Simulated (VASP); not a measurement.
# BP: single point with PBE

Crystal: BP.

```
B P
1.0
     0.00000    2.28403    2.28403
     2.28403    0.00000    2.28403
     2.28403    2.28403    0.00000
B P
1 1
Direct
  0.00000 0.00000 0.00000
  0.25000 0.25000 0.25000
```

| Item | Value |
| --- | --- |
| Program | VASP 6.6.1 |
| Task | single point |
| Functional | PBE |
| Potentials or basis | VASP PAW PBE potentials, release 64 (B, P) |
| Cutoff | 520 eV |
| k mesh | 8 × 8 × 8 |
| Occupations | methfessel-paxton, width 0.01 eV |
| Spin | no spin polarisation |

```json
{
  "Pressure": "-2.2 GPa",
  "Band gap on the k mesh": "1.29 eV, indirect (least direct gap 3.37 eV)"
}
```

Levels at points of the mesh, in eV from the valence-band top:
```csv
k point,band 1,band 2,band 3,band 4,band 5,band 6,band 7,band 8
"(0.00, 0.00, 0.00)",-15.29,0.00,0.00,0.00,3.37,3.37,3.37,7.07
"(0.50, 0.00, 0.00)",-12.04,-8.89,-1.73,-1.73,3.66,4.70,4.70,10.06
"(0.50, 0.50, 0.00)",-10.53,-8.48,-4.04,-4.04,1.37,1.68,11.94,11.94
```

Wall time 10 s on 1 thread of Intel Xeon 8259CL, on a shared host, peak memory 0.13 GiB.

A k mesh can miss the band edges. As with any semilocal functional, this PBE gap is likely too small.
